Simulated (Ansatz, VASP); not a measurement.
**KCl in VASP and in Ansatz**

Contents of INCAR:

```
  ALGO = Normal
  EDIFF = 1E-6
  ENCUT = 520
  GGA = PS
  ISIF = 2
  ISMEAR = 0
  LASPH = True
  LCHARG = False
  LREAL = False
  LWAVE = False
  NBANDS = 15
  NELM = 100
  PREC = Accurate
  SIGMA = 0.01
```

The input KPOINTS:

```
k-points
0
Gamma
  8 8 8
```

File POSCAR:

```
KCl
1.0
    0.0000000000      3.1212780651      3.1212780651
    3.1212780651      0.0000000000      3.1212780651
    3.1212780651      3.1212780651      0.0000000000
K Cl
1 1
Direct
    0.0016019079      0.0016019079      0.0016019079
    0.5000000000      0.5000000000      0.5000000000
```

Input for Ansatz:

```yaml
crystal:
  lattice:
    - [0.0, 3.12127806511, 3.12127806511]
    - [3.12127806511, 0.0, 3.12127806511]
    - [3.12127806511, 3.12127806511, 0.0]
  atoms:
    - { symbol: K, position: [0.001601907903, 0.001601907903, 0.001601907903] }
    - { symbol: Cl, position: [0.5, 0.5, 0.5] }
kpoints:
  mp_grid: { grid: [8, 8, 8] }
scf:
  occupations: { method: fixed }
  convergence: { dr2_threshold: 1.0e-10 }
hamiltonian:
  xc: pbesol
  pseudopotentials: { kind: all_electron, lapw: { basis_error: 0.0005 } }
output:
  forces: true
  stress: true
  eigenstates:
    kpoints:
      - [0.0, 0.0, 0.0]
      - [-0.5, 0.0, -0.5]
      - [0.0, -0.5, -0.5]
      - [-0.5, -0.5, 0.0]
      - [-0.5, 0.0, 0.0]
      - [0.0, -0.5, 0.0]
      - [0.0, 0.0, -0.5]
      - [-0.5, -0.5, -0.5]
  eigenvalues: true
```

Change from the starting cell: atom 1 moved by [0.01, 0.01, 0.01] A.

Alike in both runs: task single point; functional PBEsol; k mesh 8 × 8 × 8; no spin polarisation.

|  | VASP | Ansatz |
| --- | --- | --- |
| version | VASP 6.6.1 | Ansatz 0.2.0 |
| potentials or method | VASP PAW PBE potentials, release 64 (K_sv, Cl), cutoff 520 eV | all-electron LAPW, scalar-relativistic |
| occupations | gaussian, width 0.01 eV | fixed |

```csv
,VASP,Ansatz,Ansatz less VASP
gap on the k mesh at the Fermi level (eV),5.10,5.10,+0.004
pressure (GPa),0.1,0.0,-0.05
rms of the force components (eV/Å),0.013,0.013,-0.0003
```

VASP's potentials were made for PBE, not for PBEsol. Atom by atom the forces differ by 0.000 eV/Å (rms over components). Ansatz ran all-electron here, and VASP with PAW potentials.
